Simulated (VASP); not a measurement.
Wanted: the native input for a VASP 6.6.1 run.

| Item | Value |
| --- | --- |
| Task | single point |
| Functional | PBE |
| Potentials or basis | VASP PAW PBE potentials, release 64 (Na_pv, H) |
| Cutoff | 500 eV |
| k mesh | 6 × 6 × 6 |
| Occupations | gaussian, width 0.01 eV |
| Spin | no spin polarisation |
| Dipole correction | no |
| Further INCAR settings | ALGO = Normal; EDIFF = 1e-06; NBANDS = 11 |

The structure of NaH lies in POSCAR:

```
NaH
1.0
    0.0000000000      2.4368231201      2.4368231201
    2.4368231201      0.0000000000      2.4368231201
    2.4368231201      2.4368231201      0.0000000000
Na H
1 1
Direct
    0.0000000000      0.0000000000      0.0000000000
    0.5000000000      0.5000000000      0.5000000000
```

This cell differs from its parent crystal: volume changed by +5%.

One way to write it, as run:

INCAR

```
ALGO = Normal
EDIFF = 1E-6
ENCUT = 500
GGA = PE
GGA_COMPAT = F
ISIF = 2
ISMEAR = 0
LASPH = T
LCHARG = F
LREAL = F
LWAVE = F
NBANDS = 11
NELM = 120
PREC = Accurate
SIGMA = 0.01
```

KPOINTS

```
k-points
0
Gamma
  6 6 6
```

Potentials or basis: VASP PAW PBE potentials, release 64 (Na_pv, H).

Command:

```sh
$ cat potpaw_PBE.64/Na_pv/POTCAR potpaw_PBE.64/H/POTCAR > POTCAR
$ mpirun -np 1 vasp_std > vasp.out
```

It gave:

| Property | Result |
| --- | --- |
| Pressure | -0.6 GPa |
| Band gap on the k mesh | 3.76 eV, indirect (least direct gap 4.56 eV) |

Wall time 8 s on 1 thread of Intel Xeon 8259CL (shared host), peak memory 0.14 GiB.
